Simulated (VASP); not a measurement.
# KBr (I4/mmm) in VASP: single point with HSE06

Aim: the single point of KBr with HSE06.

Program: VASP 6.6.1. These are calculated values, not measurements. Logs are shortened: lines on timing, memory, paths and dates and some standing lists are left out, and cuts for length are marked.

**1. The cell of the first run**

The structure is tetragonal, space group I4/mmm (No. 139). Conventional cell: a = 4.670 Å, b = 4.670 Å, c = 6.517 Å, α = 90.00°, β = 90.00°, γ = 90.00°. Within 4.3 Å of K (site symmetry 4/mmm) lie 6 Br at 3.26 to 3.30 Å. Within 4.3 Å of Br (site symmetry 4/mmm) lie 6 K at 3.26 to 3.30 Å.

**2. Single point, HSE06 (uniaxial x strain -1.3%)**

POSCAR

```
KBr
1.0
    0.0000000000      3.3022478201      3.3022478201
    3.2583279241      0.0000000000      3.3022478201
    3.2583279241      3.3022478201      0.0000000000
K Br
1 1
Direct
    0.0000000000      0.0000000000      0.0000000000
    0.5000000000      0.5000000000      0.5000000000
```

INCAR.step1

```
  ALGO = Normal
  EDIFF = 1E-5
  ENCUT = 520
  GGA = PE
  ISIF = 2
  ISMEAR = 0
  LASPH = True
  LCHARG = False
  LREAL = False
  LWAVE = True
  NBANDS = 15
  NELM = 60
  PREC = Accurate
  SIGMA = 0.01
```

INCAR.step2

```
  ALGO = Normal
  EDIFF = 1E-6
  ENCUT = 520
  GGA = PE
  HFSCREEN = 0.2079
  ISIF = 2
  ISMEAR = 0
  ISTART = 1
  LASPH = True
  LCHARG = False
  LHFCALC = True
  LREAL = False
  LWAVE = False
  NBANDS = 15
  NELM = 60
  PREC = Accurate
  PRECFOCK = Normal
  SIGMA = 0.01
```

KPOINTS

```
k-points
0
Gamma
  4 4 4
```

Potentials or basis: VASP PAW PBE potentials, release 64 (K_sv, Br).

Launch:

```console
$ cat potpaw_PBE.64/K_sv/POTCAR potpaw_PBE.64/Br/POTCAR > POTCAR
$ cp INCAR.step1 INCAR
$ mpirun -np 1 vasp_std > vasp.out
$ cp INCAR.step2 INCAR
$ mpirun -np 1 vasp_std > vasp.out
```

OUTCAR:

```text
EDIFF = 1E-6
   ENCUT = 520
   GGA = PE
   HFSCREEN = 0.2079
   ISIF = 2
   ISMEAR = 0
   ISTART = 1
   LASPH = True
   LHFCALC = True
   LREAL = False
   NELM = 60
   PREC = Accurate
   PRECFOCK = Normal

 ion  position               nearest neighbor table
   1  0.000  0.000  0.000-   2 3.26   2 3.26   2 3.30   2 3.30   2 3.30   2 3.30
   2  0.500  0.500  0.500-   1 3.26   1 3.26   1 3.30   1 3.30   1 3.30   1 3.30

  LATTYP: Found a body centered tetragonal cell.
 ALAT       =     4.6700836535
 C/A-ratio  =     1.3954045220

  Lattice vectors:

 A1 = (  -3.2583279241,   0.0000000000,  -3.3022478201)
 A2 = (  -3.2583279241,   0.0000000000,   3.3022478201)
 A3 = (   3.2583279241,   3.3022478201,   0.0000000000)

Analysis of symmetry for initial positions (statically):
=====================================================================
 Subroutine PRICEL returns:
 Original cell was already a primitive cell.

 Routine SETGRP: Setting up the symmetry group for a
 body centered tetragonal supercell.

 Subroutine GETGRP returns: Found 16 space group operations
 (whereof 16 operations were pure point group operations)
 out of a pool of 16 trial point group operations.

The static configuration has the point symmetry D_4h.

Analysis of symmetry for dynamics (positions and initial velocities):
=====================================================================
 Subroutine PRICEL returns:
 Original cell was already a primitive cell.

 Routine SETGRP: Setting up the symmetry group for a
 body centered tetragonal supercell.

 Subroutine GETGRP returns: Found 16 space group operations
 (whereof 16 operations were pure point group operations)
 out of a pool of 16 trial point group operations.

The dynamic configuration has the point symmetry D_4h.

 Subroutine INISYM returns: Found 16 space group operations
 (whereof 16 operations are pure point group operations),
 and found     1 'primitive' translations

----------------------------------------------------------------------------------------

                                     Primitive cell

  volume of cell :      71.0631

  direct lattice vectors                    reciprocal lattice vectors
     0.000000000  3.302247820  3.302247820    -0.153452940  0.151412016  0.151412016
     3.258327924  0.000000000  3.302247820     0.153452940 -0.151412016  0.151412016
     3.258327924  3.302247820  0.000000000     0.153452940  0.151412016 -0.151412016

  length of vectors
     4.670083654  4.639131549  4.639131549     0.263436903  0.263436903  0.263436903

  position of ions in fractional coordinates (direct lattice)
     0.000000000  0.000000000  0.000000000
     0.500000000  0.500000000  0.500000000

  ion indices of the primitive-cell ions
   primitive index   ion index
                 1           1
                 2           2

----------------------------------------------------------------------------------------

 KPOINTS: k-points

Automatic generation of k-mesh.
 Grid dimensions read from file:
 generate k-points for:    4    4    4

 Generating k-lattice:

  Cartesian coordinates                     Fractional coordinates (reciprocal lattice)
    -0.038363235  0.037853004  0.037853004     0.250000000  0.000000000  0.000000000
     0.038363235 -0.037853004  0.037853004     0.000000000  0.250000000 -0.000000000
     0.038363235  0.037853004 -0.037853004     0.000000000 -0.000000000  0.250000000

  Length of vectors
     0.065859226  0.065859226  0.065859226

  Shift w.r.t. Gamma in fractional coordinates (k-lattice)
     0.000000000  0.000000000  0.000000000

 Subroutine IBZKPT returns following result:
 ===========================================

 Found     13 irreducible k-points:

 Following reciprocal coordinates:
            Coordinates               Weight
  0.000000  0.000000  0.000000      1.000000
  0.250000  0.000000  0.000000      8.000000
  0.500000  0.000000  0.000000      4.000000
  0.250000  0.250000  0.000000      4.000000
  0.500000  0.250000  0.000000     16.000000
 -0.250000  0.250000  0.000000      8.000000
  0.500000  0.500000  0.000000      2.000000
  0.000000  0.250000  0.250000      2.000000
  0.500000  0.250000  0.250000      4.000000
 -0.250000  0.250000  0.250000      8.000000
 -0.250000  0.500000  0.250000      4.000000
  0.500000 -0.250000  0.250000      2.000000
  0.000000  0.500000  0.500000      1.000000
   k-points           NKPTS =     13   k-points in BZ     NKDIM =     64   number of bands    NBANDS=     15
   number of dos      NEDOS =    301   number of ions     NIONS =      2
   total plane-waves  NPLWV =  46656
   dimension x,y,z NGX =    36 NGY =   36 NGZ =   36
   dimension x,y,z NGXF=    72 NGYF=   72 NGZF=   72
   ions per type =               1   1
   NGX,Y,Z   is equivalent  to a cutoff of  12.82, 12.90, 12.90 a.u.
   NGXF,Y,Z  is equivalent  to a cutoff of  25.63, 25.80, 25.80 a.u.
 SYSTEM =  unknown system
   PREC   = accura    normal or accurate (medium, high low for compatibility)
   ISTART =      1    job   : 0-new  1-cont  2-samecut
   ICHARG =      0    charge: 1-file 2-atom 10-const
   ISPIN  =      1    spin polarized calculation?
   LNONCOLLINEAR =      F non collinear calculations
   LSORBIT =      F    spin-orbit coupling
   LASPH  =      T    aspherical Exc in radial PAW
   ENCUT  =  520.0 eV  38.22 Ry    6.18 a.u.   8.68  8.63  8.63*2*pi/ulx,y,z
   NELM   =     60;   NELMIN=  2; NELMDL=  0     # of ELM steps
   EDIFF  = 0.1E-05   stopping-criterion for ELM
   LREAL  =      F    real-space projection
   EDIFFG = 0.1E-04   stopping-criterion for IOM
   NSW    =      0    number of steps for IOM
   IBRION =     -1    ionic relax: 0-MD 1-quasi-New 2-CG
   NFREE  =      0    steps in history (QN), initial steepest desc. (CG)
   ISIF   =      2    stress and relaxation
   ISYM   =      3    0-nonsym 1-usesym 2-fastsym
   POTIM  = 0.5000    time-step for ionic-motion
   TEBEG  =    0.0;   TEEND  =   0.0 temperature during run
   PSTRESS=    0.0 pullay stress
   NELECT =      16.0000    total number of electrons
   NUPDOWN=      -1.0000    fix difference up-down
   EMIN   =  10.00;   EMAX   =-10.00  energy-range for DOS
   EFERMI =   0.00;   METHOD = LEGACY
   ISMEAR =     0;   SIGMA  =   0.01  broadening in eV -4-tet -1-fermi 0-gaus
   EFERMI_NEDOS =   21; number of points for ismear=-14 and -15
   IALGO  =     38    algorithm
   IMIX   =      1    mixing-type and parameters
     AMIX     =   0.40;   BMIX     =  1.00
     AMIX_MAG =   1.60;   BMIX_MAG =  1.00
  volume/ion in A,a.u.               =      35.53       239.78
  Fermi-wavevector in a.u.,A,eV,Ry     =   0.995941  1.882055 13.495588  0.991898
  Thomas-Fermi vector in A             =   2.127995
   LORBIT       =      0    0 simple, 1 ext, 2 COOP (PROOUT), +10 PAW based schemes
   GGA     = PE    functional components
   LHFCALC =     T    Hartree Fock is set to
   PRECFOCK=normal    Normal, Fast or Accurate (Low or Medium for compatibility)
   ENCUT4O =  -1.0   cutoff for four orbital integrals eV
   NKREDX  =     1    reduce k-point grid by
   NKREDY  =     1    reduce k-point grid by
   NKREDZ  =     1    reduce k-point grid by
   AEXX    =    0.2500 exact exchange contribution
   HFSCREEN=    0.2079 screening length (either q_TF or 0.3 A-1)
   HFSCREENC=   0.2079 screening length for correlation (either q_TF or 0.3 A-1)
   ENCUTFOCK=  -1.0 apply spherical cutoff to Coloumb kernel
   IVDW    =     0    specifies the selected vdW correction
   LEPSILON=     F    determine dielectric tensor
   LRPA    =     F    only Hartree local field effects (RPA)
 non-spin polarized calculation
 Gauss-broadening in eV      SIGMA  =   0.01
  energy-cutoff  :      520.00
  volume of cell :       71.06
 maximum number of plane-waves:      1936
 NGX is ok and might be reduce to    36
  NGX = 28; NGY = 28; NGZ = 28

 number of electron      15.9999998 magnetization

 Free energy of the ion-electron system (eV)
  ---------------------------------------------------
  ext. energy  EPLUGINS =         0.00000000
  ---------------------------------------------------
  free energy    TOTEN  =        -7.16503999 eV

  energy without entropy =       -7.16503999  energy(sigma->0) =       -7.16503999

 E-fermi :  -2.5127     XC(G=0):  -6.2192

 val. band max:       -2.5641423072   @ k =   0.0000   0.0000   0.0000
 cond. band min:       3.0638690075   @ k =   0.0000   0.0000   0.0000
 fundamental gap:      5.6280113147
 Fermi energy:        -2.5126756351

 k-point     1 :       0.0000    0.0000    0.0000
  band No.  band energies     occupation
      1     -32.5098      2.00000
      2     -15.9071      2.00000
      3     -14.6358      2.00000
      4     -14.6342      2.00000
      5     -14.6342      2.00000
      6      -2.5700      2.00000
      7      -2.5700      2.00000
      8      -2.5641      2.00000
      9       3.0639      0.00000
     10       6.3765      0.00000
     11       6.3765      0.00000
     12       6.4614      0.00000
     13       7.3274      0.00000
     14       7.3986      0.00000
     15      10.2158      0.00000

 k-point     2 :       0.2500    0.0000    0.0000
  band No.  band energies     occupation
      1     -32.5067      2.00000
      2     -16.0016      2.00000
      3     -14.6369      2.00000
      4     -14.6363      2.00000
      5     -14.4941      2.00000
      6      -3.2706      2.00000
      7      -2.7525      2.00000
      8      -2.7497      2.00000
      9       4.3444      0.00000
     10       6.2287      0.00000
     11       7.1355      0.00000
     12       7.1825      0.00000
     13       8.1380      0.00000
     14       8.2218      0.00000
     15      11.3296      0.00000

 k-point     3 :       0.5000    0.0000    0.0000
  band No.  band energies     occupation
      1     -32.5036      2.00000
      2     -16.0815      2.00000
      3     -14.6396      2.00000
      4     -14.6374      2.00000
      5     -14.3666      2.00000
      6      -3.8245      2.00000
      7      -2.9221      2.00000
      8      -2.9207      2.00000
      9       5.2054      0.00000
     10       7.0711      0.00000
     11       8.7926      0.00000
     12       8.8523      0.00000
     13       8.8567      0.00000
     14       8.9122      0.00000
     15      10.0262      0.00000

 k-point     4 :       0.2500    0.2500    0.0000
  band No.  band energies     occupation
      1     -32.5058      2.00000
      2     -15.9422      2.00000
      3     -14.6556      2.00000
      4     -14.6521      2.00000
      5     -14.5495      2.00000
      6      -3.3073      2.00000
      7      -2.7392      2.00000
      8      -2.7374      2.00000
      9       4.5996      0.00000
     10       5.2031      0.00000
     11       7.8396      0.00000
     12       7.9403      0.00000
     13       8.0035      0.00000
     14       8.4547      0.00000
     15      10.8725      0.00000
[... 109 lines left out ...]
 k-point    11 :      -0.2500    0.5000    0.2500
  band No.  band energies     occupation
      1     -32.5017      2.00000
      2     -15.8830      2.00000
      3     -14.7051      2.00000
      4     -14.7030      2.00000
      5     -14.5396      2.00000
      6      -3.2094      2.00000
      7      -3.1919      2.00000
      8      -3.1310      2.00000
      9       6.0688      0.00000
     10       6.0994      0.00000
     11       7.0876      0.00000
     12       8.0184      0.00000
     13       9.6161      0.00000
     14      10.0715      0.00000
     15      10.2382      0.00000

 k-point    12 :       0.5000   -0.2500    0.2500
  band No.  band energies     occupation
      1     -32.5018      2.00000
      2     -15.9029      2.00000
      3     -14.7007      2.00000
      4     -14.7007      2.00000
      5     -14.5169      2.00000
      6      -3.2012      2.00000
      7      -3.2012      2.00000
      8      -3.1594      2.00000
      9       6.1327      0.00000
     10       6.1327      0.00000
     11       7.0599      0.00000
     12       7.9835      0.00000
     13       9.7290      0.00000
     14      10.0250      0.00000
     15      10.4077      0.00000

 k-point    13 :       0.0000    0.5000    0.5000
  band No.  band energies     occupation
      1     -32.5015      2.00000
      2     -15.7878      2.00000
      3     -14.7348      2.00000
      4     -14.6749      2.00000
      5     -14.6749      2.00000
      6      -3.4358      2.00000
      7      -2.8930      2.00000
      8      -2.8930      2.00000
      9       4.4732      0.00000
     10       5.9764      0.00000
     11       8.3262      0.00000
     12       8.4524      0.00000
     13       8.7974      0.00000
     14      10.0021      0.00000
     15      10.0021      0.00000

------------------------ aborting loop because EDIFF is reached ----------------------------------------

  FORCE on cell =-STRESS in cart. coord.  units (eV):
  Direction    XX          YY          ZZ          XY          YZ          ZX
  --------------------------------------------------------------------------------------
  -------------------------------------------------------------------------------------
  Total        0.4464853      0.2339260      0.2339260      0.0000000      0.0000000      0.0000000
  in kB       10.0663866      5.2740583      5.2740583      0.0000000      0.0000000      0.0000000
  external PRESSURE =       6.8715011 kB  Pullay stress =       0.0000000 kB

 VOLUME and BASIS-vectors are now :
 -----------------------------------------------------------------------------
  energy-cutoff  :      520.00
  volume of cell :       71.06
      direct lattice vectors                 reciprocal lattice vectors
     0.000000000  3.302247820  3.302247820    -0.153452940  0.151412016  0.151412016
     3.258327924  0.000000000  3.302247820     0.153452940 -0.151412016  0.151412016
     3.258327924  3.302247820  0.000000000     0.153452940  0.151412016 -0.151412016

 POSITION                                       TOTAL-FORCE (eV/Angst)
 -----------------------------------------------------------------------------------
      0.00000      0.00000      0.00000         0.000000     -0.000000      0.000000
      3.25833      3.30225      3.30225        -0.000000      0.000000      0.000000
 -----------------------------------------------------------------------------------
    total drift:                                0.000001     -0.000000     -0.000000

  FREE ENERGIE OF THE ION-ELECTRON SYSTEM (eV)
  ---------------------------------------------------
  free  energy   TOTEN  =        -7.1650399887 eV

  energy  without entropy=       -7.1650399887  energy(sigma->0) =       -7.16503999
```

Run time: 9.3 min. Hardware: 1 thread of Oxide Virtual Turin-like, shared host; peak memory 0.29 GiB.

What came out:

* Free energy: -7.1650 eV
* Pressure: 0.7 GPa
* Band gap on the k mesh: 5.63 eV

Caveat: the cell differs from its parent crystal (uniaxial x strain -1.3%); the PAW data sets were made with another functional, which shifts forces and pressure a little.
